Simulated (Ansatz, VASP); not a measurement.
Al3BiO3 in VASP and in Ansatz

```
Al Bi O
1.0
     3.10301   -3.67403    0.32467
     3.10301    3.67403    0.32467
    -2.50414    0.00000    4.45642
Al Bi O
3 1 3
Direct
  0.60993 0.60993 0.10277
  0.75932 0.30758 0.54683
  0.30758 0.75932 0.54683
  0.13125 0.13125 0.94532
  0.53646 0.91915 0.35380
  0.91915 0.53646 0.35380
  0.56217 0.56217 0.72277
```

Change from the starting cell: species swapped into the Zn3SbN3 type (Cm, No. 8).

Alike in both runs: functional PBE; k mesh 3 × 3 × 3; occupations gaussian, width 0.15 eV; no spin polarisation.

Ansatz relaxed the structure, and its values are those at the end. VASP's run is a single point on that final structure, the one shown.

|  | VASP | Ansatz |
| --- | --- | --- |
| version | VASP 6.6.1 | Ansatz 0.2.0 |
| potentials or method | VASP PAW PBE potentials, release 64 (Al, Bi_d, O), cutoff 520 eV | scalar-relativistic, plane waves, PAW |
| valence electrons in the cell | 42 | 42 |

```tsv
	VASP	Ansatz	Ansatz less VASP
gap on the k mesh at the Fermi level (eV)	0.94	0.95	+0.008
least direct gap on the mesh (eV)	1.00	1.01	+0.006
pressure (GPa)	-0.1	0.1	+0.11
rms of the force components (eV/Å)	0.026	0.027	+0.0002
```

The k mesh is coarse, so the values compare programs but aren't converged. Spin-orbit coupling is off throughout.
